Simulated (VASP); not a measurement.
Write the native input for VASP 6.6.1 that does the following.

```
Task                   : single point
Functional             : BLYP
Potentials or basis    : VASP PAW PBE potentials, release 64 (Ga_d)
Cutoff                 : 520 eV
k mesh                 : 9 × 9 × 11
Occupations            : fermi-dirac, width 0.1 eV
Spin                   : no spin polarisation
Dipole correction      : no
Further INCAR settings : ALGO = Normal; EDIFF = 1e-06; NBANDS = 26
```

The structure of Ga lies in POSCAR:

```
Ga
1.0
    4.9163354398      0.0000000000      0.0000000000
   -2.4581677199      4.2576713844      0.0000000000
    0.0000000000      0.0000000000      3.3188457063
Ga
3
Direct
    1.0000000000      1.0000000000      0.0000000000
    0.3333333333      0.6666666667      0.5000000000
    0.6666666667      0.3333333333      0.5000000000
```

This isn't the form of Ga at room conditions, which is orthorhombic.

One way to write it, as run:

INCAR

```
SYSTEM = Ga
PREC     = Accurate       ! precision mode
ENCUT    = 520            ! plane-wave cutoff, eV
EDIFF    = 1E-6           ! SCF threshold, eV
ISMEAR   = -1             ! smearing method
SIGMA    = 0.1            ! smearing width, eV
LREAL    = .FALSE.        ! projectors in reciprocal space
LASPH    = .TRUE.         ! aspherical terms in the spheres
NELM     = 80             ! most SCF steps
ALGO     = Normal         ! electronic algorithm
ISIF     = 2              ! what is computed and relaxed
LWAVE    = .FALSE.        ! write WAVECAR
LCHARG   = .TRUE.         ! write CHGCAR
GGA      = B5             ! functional
ALDAX    = 1.0          
AGGAX    = 1.0          
AGGAC    = 1.0          
ALDAC    = 0.0          
LELF     = .TRUE.         ! ELF
LVHAR    = .TRUE.       
NBANDS   = 26             ! bands
```

KPOINTS

```
regular mesh
0
G
  9 9 11
  0 0 0
```

Potentials or basis: VASP PAW PBE potentials, release 64 (Ga_d).

Run with:

```console
$ cat potpaw_PBE.64/Ga_d/POTCAR > POTCAR
$ mpirun -np 1 vasp_std > vasp.out
```

Results of the run:

| Property | Result |
| --- | --- |
| Pressure | -0.7 GPa |
| Band gap on the k mesh | zero (an odd number of electrons rules out a gap without spin polarisation) |

Caveat: the PAW data sets were made with another functional, which shifts forces and pressure a little.

Wall time 3.8 min on 1 thread of Intel Xeon 8259CL, on a shared host, peak memory 0.26 GiB.
